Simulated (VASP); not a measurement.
Write the native input for VASP 6.6.1 that does the following.

```yaml
Task: single point
Functional: LDA
Potentials_or_basis: VASP PAW LDA potentials, release 64 (Mg, Zn)
Cutoff: 600 eV
k_mesh: 4 × 4 × 4
Occupations: methfessel-paxton, width 0.05 eV
Spin: no spin polarisation
Dipole_correction: no
Further_INCAR_settings: ALGO = Normal; EDIFF = 1e-06; NBANDS = 17
```

The structure of Mg3Zn lies in POSCAR:

```
Mg3Zn
1.0
    4.2755170000      0.0000000000      0.0000000000
    0.0000000000      4.2755170000      0.0000000000
    0.0000000000      0.0000000000      4.2755170000
Mg Zn
3 1
Direct
    0.4979450973      0.5070139857     -0.0007416154
    0.4978110523      0.0066986691      0.4994221536
   -0.0022833369      0.5067234535      0.4986009598
   -0.0021711252      0.0071117432     -0.0008729424
```

These files were run (other wordings do the same):

INCAR

```
SYSTEM = Mg3Zn
ALGO = Normal
EDIFF = 1E-6
ENCUT = 600
GGA = CA
GGA_COMPAT = .False.
ISIF = 2
ISMEAR = 1
LASPH = .True.
LCHARG = .False.
LREAL = .False.
LWAVE = .False.
NBANDS = 17
NELM = 120
PREC = Accurate
SIGMA = 0.05
```

KPOINTS

```
k-points
0
Gamma
  4 4 4
  0 0 0
```

Potentials or basis: VASP PAW LDA potentials, release 64 (Mg, Zn).

Command:

```sh
$ cat potpaw_LDA.64/Mg/POTCAR potpaw_LDA.64/Zn/POTCAR > POTCAR
$ mpirun -np 1 vasp_std > vasp.out
```

It gave:

| Item | Value |
| --- | --- |
| Pressure | -1.8 GPa |
| Largest force | 0.008 eV/Å |
| Band gap on the k mesh | zero (bands 9 and 10 overlap by 3.28 eV) |

Caveat: the k points lie up to 0.37 Å⁻¹ apart, too coarse for converged energies and pressures of a metal.

Wall time 28 s on 1 thread of Intel(R) Xeon(R) Platinum 8259CL CPU @ 2.50GHz (Skylake/Cascade Lake) (shared host), peak memory 0.2 GiB.
